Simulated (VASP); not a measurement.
## Ba: single point with LDA

Ba:

```xyz
1
Lattice="-2.4897 2.4897 2.4897 2.4897 -2.4897 2.4897 2.4897 2.4897 -2.4897" Properties=species:S:1:pos:R:3 pbc="T T T"
Ba    0.0000    0.0000    0.0000
```

This cell differs from its parent crystal: volume scaled by 0.98.

- Program: VASP 6.6.1
- Task: single point
- Functional: LDA
- Potentials or basis: VASP PAW LDA potentials, release 64 (Ba_sv)
- Cutoff: 520 eV
- k mesh: 8 × 8 × 8
- Occupations: fermi-dirac, width 0.05 eV
- Spin: no spin polarisation
- Dipole correction: no
- Further INCAR settings: ALGO = Fast; EDIFF = 1e-07; NBANDS = 11

| Item | Value |
| --- | --- |
| Pressure | -1.2 GPa |
| Band gap on the k mesh | zero (band 5 reaches 2.04 eV, above the bottom of band 6 at 0.93 eV) |

Levels at points of the mesh, in eV from the Fermi level:
```tsv
k point	band 1	band 2	band 3	band 4	band 5	band 6	band 7	band 8	band 9	band 10
(0.00, 0.00, 0.00)	-28.77	-13.72	-13.72	-13.72	-2.75	1.79	1.79	1.79	3.27	3.27
(0.50, 0.00, 0.00)	-28.72	-14.22	-13.88	-13.72	-0.91	0.65	1.40	3.22	3.82	5.31
(0.50, 0.50, 0.50)	-28.69	-14.07	-14.07	-14.07	-0.55	-0.55	4.48	4.48	4.48	4.79
```

Wall time 11 s on 1 thread of Intel Xeon 6975P-C (shared host), peak memory 0.16 GiB.

Caveat: spin-orbit coupling is left out, which moves the levels of the heavy elements.
